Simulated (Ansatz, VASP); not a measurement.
# NaBe6Hg: VASP beside Ansatz

```
Na Be Hg
1.0
     0.00000    3.67001    3.67001
     3.67001    0.00000    3.67001
     3.67001    3.67001    0.00000
Na Be Hg
1 6 1
Direct
  0.00000 0.00000 0.00000
  0.50000 0.00000 0.00000
  0.00000 0.50000 0.50000
  0.00000 0.50000 0.00000
  0.50000 0.00000 0.50000
  0.00000 0.00000 0.50000
  0.50000 0.50000 0.00000
  0.50000 0.50000 0.50000
```

Alike in both runs: task single point; functional PBE; k mesh 4 × 4 × 4; occupations gaussian, width 0.1 eV; no spin polarisation.

|  | VASP | Ansatz |
| --- | --- | --- |
| version | VASP 6.6.1 | Ansatz 0.2.0 |
| potentials or method | VASP PAW PBE potentials, release 64 (Na_pv, Be, Hg), cutoff 520 eV | scalar-relativistic, plane waves, PAW |
| valence electrons in the cell | 31 | 41 |

```tsv
	VASP	Ansatz	Ansatz less VASP
gap on the k mesh at the Fermi level (eV)	none	none	-
pressure (GPa)	-3.5	-3.7	-0.18
```

A gap of «none» marks a metal or a gap that the smearing closes. With one functional, cell and mesh, what is left measures potentials, basis and numerics. VASP's potentials hold 31 valence electrons a cell and Ansatz's 41, so a difference there can come from the potentials and not from the codes.

The k mesh is coarse, so the values compare programs but aren't converged. Neither program's run includes spin-orbit coupling.
